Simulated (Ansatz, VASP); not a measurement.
## Two plane-wave programs on GaSb2

```
Ga Sb
1.0
     3.20105    0.00000    0.00000
    -1.60053    2.77219    0.00000
     0.00000    0.00000    8.93938
Ga Sb
1 2
Direct
  0.00000 0.00000 0.50000
  0.00000 0.00000 0.82519
  0.00000 0.00000 0.17481
```

Alike in both runs: functional PBE; k mesh 18 × 18 × 6; occupations gaussian, width 0.1 eV; no spin polarisation.

Ansatz relaxed the structure, and its values are those at the end. VASP's run is a single point on that final structure, the one shown.

```csv
,VASP,Ansatz
version,VASP 6.6.1,Ansatz 0.2.0
potentials or method,"VASP PAW PBE potentials, release 64 (Ga_d, Sb), cutoff 520 eV","scalar-relativistic, plane waves, PAW"
valence electrons in the cell,23,43
```

|  | VASP | Ansatz | Ansatz less VASP |
| --- | --- | --- | --- |
| gap on the k mesh at the Fermi level (eV) | none | none | - |
| pressure (GPa) | 0.0 | 0.0 | +0.02 |

A gap of «none» marks a metal or a gap that the smearing closes. VASP's potentials hold 23 valence electrons a cell and Ansatz's 43, so a difference there can come from the potentials and not from the codes.

Spin-orbit coupling is off throughout.
